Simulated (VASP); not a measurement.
# In2H5 (I4/mmm) in VASP: relaxation of cell and atoms with PBE

Aim: the relaxation of cell and atoms of In2H5 with PBE.

Everything below comes from runs of VASP 6.6.1. Logs are shortened: lines on timing, memory, paths and dates and some standing lists are left out, and cuts for length are marked.

## (1) The cell of the first run

The structure is tetragonal, space group I4/mmm (No. 139). The conventional cell has a = 5.456 Å, b = 5.456 Å, c = 8.955 Å, α = 90.00°, β = 90.00°, γ = 90.00°. In (site symmetry 4mm) has 5 H at 1.92 to 1.96 Å within 2.5 Å. H (site symmetry 2/m) has 2 In at 1.96 Å within 2.6 Å. H (site symmetry 4/mmm) has 2 In at 1.92 Å within 2.5 Å.

## (2) Relaxation of cell and atoms, PBE

INCAR

```
PREC = Accurate ; ENCUT = 600
EDIFF = 1E-7 ; ISMEAR = 0
SIGMA = 0.1 ; LREAL = False
LASPH = True ; NELM = 100
ALGO = Normal ; ISIF = 3
LWAVE = False ; LCHARG = False
GGA = PE ; IBRION = 2
NSW = 100 ; EDIFFG = -0.01
```

KPOINTS

```
regular mesh
0
Gamma
  10 10 10
```

POSCAR

```
In2H5
1.0
   -2.7280781467      2.7280781467      4.4773103112
    2.7280781467     -2.7280781467      4.4773103112
    2.7280781467      2.7280781467     -4.4773103112
In H
2 5
Direct
    0.2855864560      0.2855864560      0.0000000000
    0.7144135440      0.7144135440      0.0000000000
    0.0000000000      0.0000000000      0.5000000000
    0.5000000000      0.0000000000      0.0000000000
    0.0000000000      0.5000000000      0.0000000000
    0.5000000000      0.5000000000      0.5000000000
    0.5000000000      0.5000000000      0.0000000000
```

Potentials or basis: VASP PAW PBE potentials, release 64 (In_d, H).

On the command line:

```console
$ cat potpaw_PBE.64/In_d/POTCAR potpaw_PBE.64/H/POTCAR > POTCAR
$ mpirun -np 1 vasp_std > vasp.out
```

OUTCAR:

```text
PREC = Accurate
   ENCUT = 600
   EDIFF = 1E-7
   ISMEAR = 0
   LREAL = False
   LASPH = True
   NELM = 100
   ISIF = 3
   GGA = PE
   IBRION = 2
   NSW = 100
   EDIFFG = -0.01

 ion  position               nearest neighbor table
   1  0.286  0.286  0.000-   7 1.92   5 1.96   6 1.96   4 1.96   3 1.96   2 3.84   2 3.91   2 3.91
                             2 3.91   2 3.91
   2  0.714  0.714  0.000-   7 1.92   4 1.96   5 1.96   3 1.96   6 1.96   1 3.84   1 3.91   1 3.91
                             1 3.91   1 3.91
   3  0.000  0.000  0.500-   1 1.96   2 1.96
   4  0.500  0.000  0.000-   1 1.96   2 1.96
   5  0.000  0.500  0.000-   1 1.96   2 1.96
   6  0.500  0.500  0.500-   2 1.96   1 1.96
   7  0.500  0.500  0.000-   1 1.92   2 1.92

  LATTYP: Found a body centered tetragonal cell.
 ALAT       =     5.4561562934
 C/A-ratio  =     1.6411957688

  Lattice vectors:

 A1 = (  -2.7280781467,   2.7280781467,   4.4773103112)
 A2 = (   2.7280781467,  -2.7280781467,   4.4773103112)
 A3 = (   2.7280781467,   2.7280781467,  -4.4773103112)

Analysis of symmetry for initial positions (statically):
=====================================================================
 Subroutine PRICEL returns:
 Original cell was already a primitive cell.

 Routine SETGRP: Setting up the symmetry group for a
 body centered tetragonal supercell.

 Subroutine GETGRP returns: Found 16 space group operations
 (whereof 16 operations were pure point group operations)
 out of a pool of 16 trial point group operations.

The static configuration has the point symmetry D_4h.

Analysis of symmetry for dynamics (positions and initial velocities):
=====================================================================
 Subroutine PRICEL returns:
 Original cell was already a primitive cell.

 Routine SETGRP: Setting up the symmetry group for a
 body centered tetragonal supercell.

 Subroutine GETGRP returns: Found 16 space group operations
 (whereof 16 operations were pure point group operations)
 out of a pool of 16 trial point group operations.

The dynamic configuration has the point symmetry D_4h.

 Subroutine INISYM returns: Found 16 space group operations
 (whereof 16 operations are pure point group operations),
 and found     1 'primitive' translations

----------------------------------------------------------------------------------------

                                     Primitive cell

  volume of cell :     133.2879

  direct lattice vectors                    reciprocal lattice vectors
    -2.728078147  2.728078147  4.477310311     0.000000000  0.183279207  0.111674189
     2.728078147 -2.728078147  4.477310311     0.183279207  0.000000000  0.111674189
     2.728078147  2.728078147 -4.477310311     0.183279207  0.183279207  0.000000000

  length of vectors
     5.910256202  5.910256202  5.910256202     0.214621510  0.214621510  0.259195941

  position of ions in fractional coordinates (direct lattice)
     0.285586456  0.285586456  0.000000000
     0.714413544  0.714413544  0.000000000
     0.000000000  0.000000000  0.500000000
     0.500000000  0.000000000  0.000000000
     0.000000000  0.500000000  0.000000000
     0.500000000  0.500000000  0.500000000
     0.500000000  0.500000000  0.000000000

  ion indices of the primitive-cell ions
   primitive index   ion index
                 1           1
                 2           2
                 3           3
                 4           4
                 5           5
                 6           6
                 7           7

----------------------------------------------------------------------------------------

 KPOINTS: regular mesh

Automatic generation of k-mesh.
 Grid dimensions read from file:
 generate k-points for:   10   10   10

 Generating k-lattice:

  Cartesian coordinates                     Fractional coordinates (reciprocal lattice)
     0.000000000  0.018327921  0.011167419     0.100000000 -0.000000000  0.000000000
     0.018327921  0.000000000  0.011167419    -0.000000000  0.100000000  0.000000000
     0.018327921  0.018327921  0.000000000     0.000000000  0.000000000  0.100000000

  Length of vectors
     0.021462151  0.021462151  0.025919594

  Shift w.r.t. Gamma in fractional coordinates (k-lattice)
     0.000000000  0.000000000  0.000000000

 Subroutine IBZKPT returns following result:
 ===========================================

 Found    102 irreducible k-points:

 Following reciprocal coordinates:
            Coordinates               Weight
  0.000000  0.000000  0.000000      1.000000
  0.100000 -0.000000  0.000000      8.000000
  0.200000 -0.000000  0.000000      8.000000
  0.300000  0.000000 -0.000000      8.000000
  0.400000 -0.000000  0.000000      8.000000
  0.500000  0.000000  0.000000      4.000000
[... 16 lines left out ...]
  0.300000  0.300000 -0.000000      8.000000
  0.400000  0.300000 -0.000000     16.000000
 [... further k-points ...]
   k-points           NKPTS =    102   k-points in BZ     NKDIM =    102   number of bands    NBANDS=     19
   number of dos      NEDOS =    301   number of ions     NIONS =      7
   total plane-waves  NPLWV = 110592
   dimension x,y,z NGX =    48 NGY =   48 NGZ =   48
   dimension x,y,z NGXF=    96 NGYF=   96 NGZF=   96
   ions per type =               2   5
   NGX,Y,Z   is equivalent  to a cutoff of  13.50, 13.50, 13.50 a.u.
   NGXF,Y,Z  is equivalent  to a cutoff of  27.00, 27.00, 27.00 a.u.
 SYSTEM =  unknown system
   PREC   = accura    normal or accurate (medium, high low for compatibility)
   ISTART =      0    job   : 0-new  1-cont  2-samecut
   ICHARG =      2    charge: 1-file 2-atom 10-const
   ISPIN  =      1    spin polarized calculation?
   LNONCOLLINEAR =      F non collinear calculations
   LSORBIT =      F    spin-orbit coupling
   LASPH  =      T    aspherical Exc in radial PAW
   ENCUT  =  600.0 eV  44.10 Ry    6.64 a.u.  11.80 11.80 11.80*2*pi/ulx,y,z
   NELM   =    100;   NELMIN=  2; NELMDL= -5     # of ELM steps
   EDIFF  = 0.1E-06   stopping-criterion for ELM
   LREAL  =      F    real-space projection
   EDIFFG = -.1E-01   stopping-criterion for IOM
   NSW    =    100    number of steps for IOM
   IBRION =      2    ionic relax: 0-MD 1-quasi-New 2-CG
   NFREE  =      1    steps in history (QN), initial steepest desc. (CG)
   ISIF   =      3    stress and relaxation
   ISYM   =      2    0-nonsym 1-usesym 2-fastsym
   POTIM  = 0.5000    time-step for ionic-motion
   TEBEG  =    0.0;   TEEND  =   0.0 temperature during run
   PSTRESS=    0.0 pullay stress
   NELECT =      31.0000    total number of electrons
   NUPDOWN=      -1.0000    fix difference up-down
   EMIN   =  10.00;   EMAX   =-10.00  energy-range for DOS
   EFERMI =   0.00;   METHOD = LEGACY
   ISMEAR =     0;   SIGMA  =   0.10  broadening in eV -4-tet -1-fermi 0-gaus
   EFERMI_NEDOS =   21; number of points for ismear=-14 and -15
   IALGO  =     38    algorithm
   IMIX   =      4    mixing-type and parameters
     AMIX     =   0.40;   BMIX     =  1.00
     AMIX_MAG =   1.60;   BMIX_MAG =  1.00
  volume/ion in A,a.u.               =      19.04       128.50
  Fermi-wavevector in a.u.,A,eV,Ry     =   1.006774  1.902526 13.790770  1.013593
  Thomas-Fermi vector in A             =   2.139537
   LORBIT       =      0    0 simple, 1 ext, 2 COOP (PROOUT), +10 PAW based schemes
   GGA     = PE    functional components
   LHFCALC =     F    Hartree Fock is set to
   AEXX    =    0.0000 exact exchange contribution
   IVDW    =     0    specifies the selected vdW correction
   LEPSILON=     F    determine dielectric tensor
   LRPA    =     F    only Hartree local field effects (RPA)
 conjugate gradient relaxation of ions
 non-spin polarized calculation
 Gauss-broadening in eV      SIGMA  =   0.10
  energy-cutoff  :      600.00
  volume of cell :      133.29
 maximum number of plane-waves:      4470
   NGX = 23   NGY = 23   NGZ = 23

 number of electron      30.9999992 magnetization

 Free energy of the ion-electron system (eV)
  ---------------------------------------------------
  ext. energy  EPLUGINS =         0.00000000
  ---------------------------------------------------
  free energy    TOTEN  =       -19.82275754 eV

  energy without entropy =      -19.81913099  energy(sigma->0) =      -19.82094426

 E-fermi :   1.3333     XC(G=0):  -6.7189

 val. band max:        1.3242500262   @ k =  -0.2000   0.4000   0.2000
 cond. band min:       1.3575744005   @ k =  -0.3000   0.3000   0.3000
 fundamental gap:      0.0333243742
 Fermi energy:         1.3332609988

 k-point     1 :       0.0000    0.0000    0.0000
  band No.  band energies     occupation
      1     -13.6173      2.00000
      2     -13.5983      2.00000
      3     -13.3769      2.00000
      4     -13.3545      2.00000
      5     -13.3545      2.00000
      6     -13.3307      2.00000
[... 11 lines left out ...]
     18       4.3519      0.00000
     19       4.3520      0.00000

 k-point     2 :       0.1000   -0.0000    0.0000
  band No.  band energies     occupation
      1     -13.6138      2.00000
      2     -13.5919      2.00000
      3     -13.3823      2.00000
      4     -13.3539      2.00000
      5     -13.3535      2.00000
      6     -13.3349      2.00000
[... 11 lines left out ...]
     18       4.2183      0.00000
     19       4.6029      0.00000

 k-point     3 :       0.2000   -0.0000    0.0000
  band No.  band energies     occupation
      1     -13.6039      2.00000
      2     -13.5731      2.00000
      3     -13.3965      2.00000
      4     -13.3541      2.00000
      5     -13.3517      2.00000
      6     -13.3463      2.00000
[... 434 lines left out ...]
      1     -13.5891      2.00000
      2     -13.5192      2.00000
      3     -13.4386      2.00000
      4     -13.3724      2.00000
      5     -13.3502      2.00000
      6     -13.3390      2.00000
[... 11 lines left out ...]
     18       5.0472      0.00000
     19       5.0673      0.00000

 k-point    24 :       0.4000    0.3000   -0.0000
  band No.  band energies     occupation
      1     -13.5903      2.00000
      2     -13.5228      2.00000
      3     -13.4222      2.00000
      4     -13.3829      2.00000
      5     -13.3486      2.00000
      6     -13.3443      2.00000
[... 11 lines left out ...]
     18       4.6143      0.00000
     19       5.2230      0.00000

 [... further k-points ...]

------------------------ aborting loop because EDIFF is reached ----------------------------------------

  FORCE on cell =-STRESS in cart. coord.  units (eV):
  Direction    XX          YY          ZZ          XY          YZ          ZX
  --------------------------------------------------------------------------------------
  -------------------------------------------------------------------------------------
  Total        0.0058983      0.0058983     -0.0409088      0.0000000      0.0000000      0.0000000
  in kB        0.0709006      0.0709006     -0.4917406      0.0000000      0.0000000      0.0000000
  external PRESSURE =      -0.1166465 kB  Pullay stress =       0.0000000 kB

 VOLUME and BASIS-vectors are now :
 -----------------------------------------------------------------------------
  energy-cutoff  :      600.00
  volume of cell :      133.29
      direct lattice vectors                 reciprocal lattice vectors
    -2.728078147  2.728078147  4.477310311     0.000000000  0.183279207  0.111674189
     2.728078147 -2.728078147  4.477310311     0.183279207  0.000000000  0.111674189
     2.728078147  2.728078147 -4.477310311     0.183279207  0.183279207  0.000000000

 POSITION                                       TOTAL-FORCE (eV/Angst)
 -----------------------------------------------------------------------------------
      0.00000      0.00000      2.55732        -0.000000     -0.000000     -0.009674
      0.00000      0.00000      6.39730        -0.000000     -0.000000      0.009674
      1.36404      1.36404     -2.23866         0.000000      0.000000     -0.000000
     -1.36404      1.36404      2.23866         0.000000      0.000000     -0.000000
      1.36404     -1.36404      2.23866         0.000000      0.000000     -0.000000
      1.36404      1.36404      2.23866         0.000000      0.000000     -0.000000
      0.00000      0.00000      4.47731         0.000000      0.000000     -0.000000
 -----------------------------------------------------------------------------------
    total drift:                               -0.000000     -0.000000      0.000000

  FREE ENERGIE OF THE ION-ELECTRON SYSTEM (eV)
  ---------------------------------------------------
  free  energy   TOTEN  =       -19.8227575435 eV

  energy  without entropy=      -19.8191309863  energy(sigma->0) =      -19.82094426

 reached required accuracy - stopping structural energy minimisation
```

It took 4.8 min on 1 thread of Intel Xeon Platinum 8259CL at 2.50GHz (Skylake/Cascade Lake), shared host; peak memory 0.51 GiB.

Results:

```
Free energy                  : -19.8228 eV
Pressure after relaxing      : 0.0 GPa
Largest force after relaxing : 0.010 eV/Å
```

Forces in eV/Å, atoms in the order of the input:
```
In   0.000  0.000 -0.010
In   0.000  0.000  0.010
H    0.000  0.000  0.000
H    0.000  0.000  0.000
H    0.000  0.000  0.000
H    0.000  0.000  0.000
H    0.000  0.000  0.000
```

Final structure:
```
In H
1.0
    -2.72808    2.72808    4.47731
     2.72808   -2.72808    4.47731
     2.72808    2.72808   -4.47731
In H
2 5
Cartesian
  0.0000 0.0000 2.5573
  0.0000 0.0000 6.3973
  1.3640 1.3640 -2.2387
  -1.3640 1.3640 2.2387
  1.3640 -1.3640 2.2387
  1.3640 1.3640 2.2387
  0.0000 0.0000 4.4773
```

Caveat: the relaxation stopped at its first step, so nothing moved; spin-orbit coupling is left out, which moves the levels of the heavy elements.
